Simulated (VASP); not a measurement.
# Cr (Fd-3m) in VASP: further runs

The runs below take Cr through single point, with RPBE.

Program: VASP 6.6.1. These are calculated values, not measurements. Logs are shortened: lines on timing, memory, paths and dates and some standing lists are left out, and cuts for length are marked.

## Step 1: The cell of the first run

The structure is cubic, space group Fd-3m (No. 227). Conventional cell: a = 5.685 Å, b = 5.685 Å, c = 5.685 Å, α = 90.00°, β = 90.00°, γ = 90.00°. Cr (site symmetry -43m) has 4 Cr at 2.46 Å within 3.3 Å.

This isn't the form of Cr at room conditions, which is bcc.

## Step 2: Single point, RPBE, collinear spin, antiferromagnetic start (22.97 Å³/atom)

Contents of INCAR:

```
SYSTEM = Cr
ALGO = Normal
EDIFF = 1E-6
ENCUT = 520
GGA = RP
ISIF = 2
ISMEAR = -1
ISPIN = 2
LASPH = .TRUE.
LCHARG = .FALSE.
LMAXMIX = 4
LORBIT = 11
LREAL = .FALSE.
LWAVE = .FALSE.
MAGMOM = 3.003 -3.003
NBANDS = 23
NELM = 150
PREC = Accurate
SIGMA = 0.05
```

Contents of KPOINTS:

```
k-points
0
G
  11 11 11
  0 0 0
```

Contents of POSCAR:

```
Cr
1.0
    0.0000000000      2.8427414974      2.8427414974
    2.8427414974      0.0000000000      2.8427414974
    2.8427414974      2.8427414974      0.0000000000
Cr
2
Direct
    0.1250000000      0.1250000000      0.1250000000
    0.8750000000      0.8750000000      0.8750000000
```

Potentials or basis: VASP PAW PBE potentials, release 64 (Cr_pv).

On the command line:

```
$ cat potpaw_PBE.64/Cr_pv/POTCAR > POTCAR
$ mpirun -np 1 vasp_std > vasp.out
```

OUTCAR:

```text
SYSTEM = Cr
   EDIFF = 1E-6
   ENCUT = 520
   GGA = RP
   ISIF = 2
   ISMEAR = -1
   ISPIN = 2
   LASPH = .TRUE.
   LORBIT = 11
   LREAL = .FALSE.
   NELM = 150
   PREC = Accurate

 ion  position               nearest neighbor table
   1  0.125  0.125  0.125-   2 2.46   2 2.46   2 2.46   2 2.46
   2  0.875  0.875  0.875-   1 2.46   1 2.46   1 2.46   1 2.46

  LATTYP: Found a face centered cubic cell.
 ALAT       =     5.6854829948

  Lattice vectors:

 A1 = (   0.0000000000,   2.8427414974,   2.8427414974)
 A2 = (   2.8427414974,   0.0000000000,   2.8427414974)
 A3 = (   2.8427414974,   2.8427414974,   0.0000000000)

Analysis of symmetry for initial positions (statically):
=====================================================================
 Subroutine PRICEL returns:
 Original cell was already a primitive cell.

 Routine SETGRP: Setting up the symmetry group for a
 face centered cubic supercell.

 Subroutine GETGRP returns: Found 48 space group operations
 (whereof 12 operations were pure point group operations)
 out of a pool of 48 trial point group operations.

The static configuration has the point symmetry D_3d.
 The point group associated with its full space group is O_h .

Analysis of symmetry for dynamics (positions and initial velocities):
=====================================================================
 Subroutine PRICEL returns:
 Original cell was already a primitive cell.

 Routine SETGRP: Setting up the symmetry group for a
 face centered cubic supercell.

 Subroutine GETGRP returns: Found 48 space group operations
 (whereof 12 operations were pure point group operations)
 out of a pool of 48 trial point group operations.

The dynamic configuration has the point symmetry D_3d.
 The point group associated with its full space group is O_h .

Analysis of structural, dynamic, and magnetic symmetry:
=====================================================================
 Subroutine PRICEL returns:
 Original cell was already a primitive cell.

 Routine SETGRP: Setting up the symmetry group for a
 face centered cubic supercell.

 Subroutine GETGRP returns: Found 48 space group operations
 (whereof 12 operations were pure point group operations)
 out of a pool of 48 trial point group operations.

The overall configuration has the point symmetry D_3d.
 The point group associated with its full space group is O_h .

 Subroutine INISYM returns: Found 48 space group operations
 (whereof 12 operations are pure point group operations),
 and found     1 'primitive' translations

----------------------------------------------------------------------------------------

                                     Primitive cell

  volume of cell :      45.9454

  direct lattice vectors                    reciprocal lattice vectors
     0.000000000  2.842741497  2.842741497    -0.175886552  0.175886552  0.175886552
     2.842741497  0.000000000  2.842741497     0.175886552 -0.175886552  0.175886552
     2.842741497  2.842741497  0.000000000     0.175886552  0.175886552 -0.175886552

  length of vectors
     4.020243580  4.020243580  4.020243580     0.304644444  0.304644444  0.304644444

  position of ions in fractional coordinates (direct lattice)
     0.125000000  0.125000000  0.125000000
     0.875000000  0.875000000  0.875000000

  ion indices of the primitive-cell ions
   primitive index   ion index
                 1           1
                 2           2

----------------------------------------------------------------------------------------

 KPOINTS: k-points

Automatic generation of k-mesh.
 Grid dimensions read from file:
 generate k-points for:   11   11   11

 Generating k-lattice:

  Cartesian coordinates                     Fractional coordinates (reciprocal lattice)
    -0.015989687  0.015989687  0.015989687     0.090909091  0.000000000  0.000000000
     0.015989687 -0.015989687  0.015989687     0.000000000  0.090909091  0.000000000
     0.015989687  0.015989687 -0.015989687     0.000000000  0.000000000  0.090909091

  Length of vectors
     0.027694949  0.027694949  0.027694949

  Shift w.r.t. Gamma in fractional coordinates (k-lattice)
     0.000000000  0.000000000  0.000000000

 Subroutine IBZKPT returns following result:
 ===========================================

 Found     56 irreducible k-points:

 Following reciprocal coordinates:
            Coordinates               Weight
  0.000000  0.000000  0.000000      1.000000
  0.090909  0.000000  0.000000      8.000000
  0.181818  0.000000  0.000000      8.000000
  0.272727  0.000000  0.000000      8.000000
  0.363636  0.000000  0.000000      8.000000
  0.454545  0.000000  0.000000      8.000000
[... 16 lines left out ...]
 -0.272727  0.181818  0.000000     24.000000
 -0.181818  0.181818  0.000000     12.000000
 [... further k-points ...]
   k-points           NKPTS =     56   k-points in BZ     NKDIM =     56   number of bands    NBANDS=     23
   number of dos      NEDOS =    301   number of ions     NIONS =      2
   total plane-waves  NPLWV =  27000
   dimension x,y,z NGX =    30 NGY =   30 NGZ =   30
   dimension x,y,z NGXF=    60 NGYF=   60 NGZF=   60
   ions per type =               2
   NGX,Y,Z   is equivalent  to a cutoff of  12.41, 12.41, 12.41 a.u.
   NGXF,Y,Z  is equivalent  to a cutoff of  24.81, 24.81, 24.81 a.u.
 SYSTEM =  Cr
   PREC   = accura    normal or accurate (medium, high low for compatibility)
   ISTART =      0    job   : 0-new  1-cont  2-samecut
   ICHARG =      2    charge: 1-file 2-atom 10-const
   ISPIN  =      2    spin polarized calculation?
   LNONCOLLINEAR =      F non collinear calculations
   LSORBIT =      F    spin-orbit coupling
   LASPH  =      T    aspherical Exc in radial PAW
   ENCUT  =  520.0 eV  38.22 Ry    6.18 a.u.   7.47  7.47  7.47*2*pi/ulx,y,z
   NELM   =    150;   NELMIN=  2; NELMDL= -5     # of ELM steps
   EDIFF  = 0.1E-05   stopping-criterion for ELM
   LREAL  =      F    real-space projection
   EDIFFG = 0.1E-04   stopping-criterion for IOM
   NSW    =      0    number of steps for IOM
   IBRION =     -1    ionic relax: 0-MD 1-quasi-New 2-CG
   NFREE  =      0    steps in history (QN), initial steepest desc. (CG)
   ISIF   =      2    stress and relaxation
   ISYM   =      2    0-nonsym 1-usesym 2-fastsym
   POTIM  = 0.5000    time-step for ionic-motion
   TEBEG  =    0.0;   TEEND  =   0.0 temperature during run
   PSTRESS=    0.0 pullay stress
   NELECT =      24.0000    total number of electrons
   NUPDOWN=      -1.0000    fix difference up-down
   EMIN   =  10.00;   EMAX   =-10.00  energy-range for DOS
   EFERMI =   0.00;   METHOD = LEGACY
   ISMEAR =    -1;   SIGMA  =   0.05  broadening in eV -4-tet -1-fermi 0-gaus
   EFERMI_NEDOS =   21; number of points for ismear=-14 and -15
   IALGO  =     38    algorithm
   IMIX   =      4    mixing-type and parameters
     AMIX     =   0.40;   BMIX     =  1.00
     AMIX_MAG =   1.60;   BMIX_MAG =  1.00
  volume/ion in A,a.u.               =      22.97       155.03
  Fermi-wavevector in a.u.,A,eV,Ry     =   1.318453  2.491514 23.651245  1.738317
  Thomas-Fermi vector in A             =   2.448421
   LORBIT       =     11    0 simple, 1 ext, 2 COOP (PROOUT), +10 PAW based schemes
   GGA     = RP    functional components
   LHFCALC =     F    Hartree Fock is set to
   AEXX    =    0.0000 exact exchange contribution
   IVDW    =     0    specifies the selected vdW correction
   LEPSILON=     F    determine dielectric tensor
   LRPA    =     F    only Hartree local field effects (RPA)
 spin polarized calculation
  energy-cutoff  :      520.00
  volume of cell :       45.95
 maximum number of plane-waves:      1258
 NGX is ok and might be reduce to    30
   NGX = 15   NGY = 15   NGZ = 15

 number of electron      23.9999986 magnetization      -0.0000000

 number of electron      23.9999986 magnetization       0.0000000

 Free energy of the ion-electron system (eV)
  ---------------------------------------------------
  ext. energy  EPLUGINS =         0.00000000
  ---------------------------------------------------
  free energy    TOTEN  =       -14.52061031 eV

  energy without entropy =      -14.51288866  energy(sigma->0) =      -14.51674948

 E-fermi :   3.6614     XC(G=0):  -9.5226

 val. band max:        3.6262617557   @ k =  -0.2727   0.4545   0.1818
 cond. band min:       3.6637636789   @ k =  -0.3636   0.4545   0.0909
 fundamental gap:      0.0375019232
 Fermi energy:         3.6614241152

 spin component 1

 k-point     1 :       0.0000    0.0000    0.0000
  band No.  band energies     occupation
      1     -39.5352      1.00000
      2     -39.5352      1.00000
      3     -39.5352      1.00000
      4     -36.2053      1.00000
      5     -36.2053      1.00000
      6     -36.2053      1.00000
[... 15 lines left out ...]
     22      15.1721      0.00000
     23      15.1722      0.00000
[... 575 lines left out ...]
      1     -39.5408      1.00000
      2     -39.5375      1.00000
      3     -39.5342      1.00000
      4     -36.2101      1.00000
      5     -36.2031      1.00000
      6     -36.2014      1.00000
[... 15 lines left out ...]
     22      14.1158      0.00000
     23      15.2592      0.00000

 [... further k-points ...]

 spin component 2

 k-point     1 :       0.0000    0.0000    0.0000
  band No.  band energies     occupation
      1     -39.5352      1.00000
      2     -39.5352      1.00000
      3     -39.5352      1.00000
      4     -36.2053      1.00000
      5     -36.2053      1.00000
      6     -36.2053      1.00000
[... 15 lines left out ...]
     22      15.1721      0.00000
     23      15.1722      0.00000
[... 575 lines left out ...]
      1     -39.5408      1.00000
      2     -39.5375      1.00000
      3     -39.5342      1.00000
      4     -36.2101      1.00000
      5     -36.2031      1.00000
      6     -36.2014      1.00000
[... 15 lines left out ...]
     22      14.1158      0.00000
     23      15.2592      0.00000

 [... further k-points ...]

------------------------ aborting loop because EDIFF is reached ----------------------------------------

  FORCE on cell =-STRESS in cart. coord.  units (eV):
  Direction    XX          YY          ZZ          XY          YZ          ZX
  --------------------------------------------------------------------------------------
  -------------------------------------------------------------------------------------
  Total       -0.2190098     -0.2190098     -0.2190098     -0.0000000      0.0000000     -0.0000000
  in kB       -7.6371608     -7.6371608     -7.6371608     -0.0000000      0.0000000     -0.0000000
  external PRESSURE =      -7.6371608 kB  Pullay stress =       0.0000000 kB

 VOLUME and BASIS-vectors are now :
 -----------------------------------------------------------------------------
  energy-cutoff  :      520.00
  volume of cell :       45.95
      direct lattice vectors                 reciprocal lattice vectors
     0.000000000  2.842741497  2.842741497    -0.175886552  0.175886552  0.175886552
     2.842741497  0.000000000  2.842741497     0.175886552 -0.175886552  0.175886552
     2.842741497  2.842741497  0.000000000     0.175886552  0.175886552 -0.175886552

 POSITION                                       TOTAL-FORCE (eV/Angst)
 -----------------------------------------------------------------------------------
      0.71069      0.71069      0.71069        -0.000000     -0.000000     -0.000000
      4.97480      4.97480      4.97480         0.000000      0.000000      0.000000
 -----------------------------------------------------------------------------------
    total drift:                               -0.000000      0.000000      0.000000

  FREE ENERGIE OF THE ION-ELECTRON SYSTEM (eV)
  ---------------------------------------------------
  free  energy   TOTEN  =       -14.5206103083 eV

  energy  without entropy=      -14.5128886612  energy(sigma->0) =      -14.51674948

 total charge

# of ion       s       p       d       tot
------------------------------------------
    1        0.392   6.099   4.251  10.742
    2        0.392   6.099   4.251  10.742
--------------------------------------------------
tot          0.784  12.198   8.502  21.484

 magnetization (x)

# of ion       s       p       d       tot
------------------------------------------
    1        0.059  -0.042   3.297   3.315
    2       -0.059   0.042  -3.297  -3.315
--------------------------------------------------
tot         -0.000   0.000   0.000  -0.000
```

Run time: 63 s. Hardware: 1 thread of AMD EPYC 9R45 (Zen 5), shared host; peak memory 0.2 GiB.

Results:

```
Free energy                                           : -14.5206 eV
Pressure                                              : -0.8 GPa
Band gap on the k mesh                                : zero (filled and empty bands overlap)
Net moment                                            : 0.00 μB per cell
Site moments                                          : Cr +3.31, -3.31 μB
Valence electrons inside the program's atomic spheres : Cr 10.74
```

Levels at points of the mesh, in eV from the Fermi level:
Spin up:
```
           k point  band 9  band 10  band 11  band 12  band 13  band 14  band 15  band 16
(0.00, 0.00, 0.00)   -0.86    -0.86    -0.84    -0.84     2.09     2.09     2.09     3.54
```
Spin down:
```csv
k point,band 8,band 9,band 10,band 11,band 12,band 13,band 14,band 15,band 16,band 17
"(0.00, 0.00, 0.00)",-0.86,-0.86,-0.86,-0.84,-0.84,2.09,2.09,2.09,3.54,3.54
```

Caveat: an empty level that is flat over the whole mesh can mark a ghost state of the potentials, or a narrow d or f band; the antiferromagnetic order is the one typed at the start, and another may lie lower; the PAW data sets were made with another functional, which shifts forces and pressure a little.

## Step 3: Single point, RPBE, collinear spin, antiferromagnetic start (23.86 Å³/atom)

This run uses another cell than the first one, of 23.86 Å³/atom.

Contents of INCAR:

```
SYSTEM = Cr
PREC = Accurate
ENCUT = 520
EDIFF = 1E-6
ISMEAR = -1
SIGMA = 0.05
LREAL = .FALSE.
LASPH = .TRUE.
NELM = 150
ALGO = Normal
ISIF = 2
LWAVE = .FALSE.
LCHARG = .FALSE.
ISPIN = 2
MAGMOM = 3.003 -3.003
LORBIT = 11
LMAXMIX = 4
GGA = RP
NBANDS = 23
```

Contents of KPOINTS:

```
regular mesh
0
G
  11 11 11
  0 0 0
```

Contents of POSCAR:

```
Cr
1.0
    0.0000000000      2.8787293874      2.8787293874
    2.8787293874      0.0000000000      2.8787293874
    2.8787293874      2.8787293874      0.0000000000
Cr
2
Direct
    0.1250000000      0.1250000000      0.1250000000
    0.8750000000      0.8750000000      0.8750000000
```

Potentials or basis: VASP PAW PBE potentials, release 64 (Cr_pv).

On the command line:

```
$ cat potpaw_PBE.64/Cr_pv/POTCAR > POTCAR
$ mpirun -np 1 vasp_std > vasp.out
```

It took 63 s on 1 thread of AMD EPYC 9R45 (Zen 5), shared host; peak memory 0.2 GiB.

The run converged. Its results:

| Item | Value |
| --- | --- |
| Free energy | -14.5087 eV |
| Pressure | -1.5 GPa |
| Band gap on the k mesh | zero (filled and empty bands overlap) |
| Net moment | 0.00 μB per cell |
| Site moments | Cr +3.39, -3.39 μB |
| Valence electrons inside the program's atomic spheres | Cr 10.71 |

Levels at points of the mesh, in eV from the Fermi level:
Spin up:
| k point | band 9 | band 10 | band 11 | band 12 | band 13 | band 14 | band 15 | band 16 |
| --- | --- | --- | --- | --- | --- | --- | --- | --- |
| (0.00, 0.00, 0.00) | -0.81 | -0.81 | -0.78 | -0.78 | 2.15 | 2.15 | 2.15 | 3.56 |
Spin down:
```tsv
k point	band 9	band 10	band 11	band 12	band 13	band 14	band 15	band 16
(0.00, 0.00, 0.00)	-0.81	-0.81	-0.78	-0.78	2.15	2.15	2.15	3.56
```

Caveat: an empty level that is flat over the whole mesh can mark a ghost state of the potentials, or a narrow d or f band; the antiferromagnetic order is the one typed at the start, and another may lie lower; the PAW data sets were made with another functional, which shifts forces and pressure a little.

The gap in the log of VASP goes by the Fermi energy; the results here count the filled bands.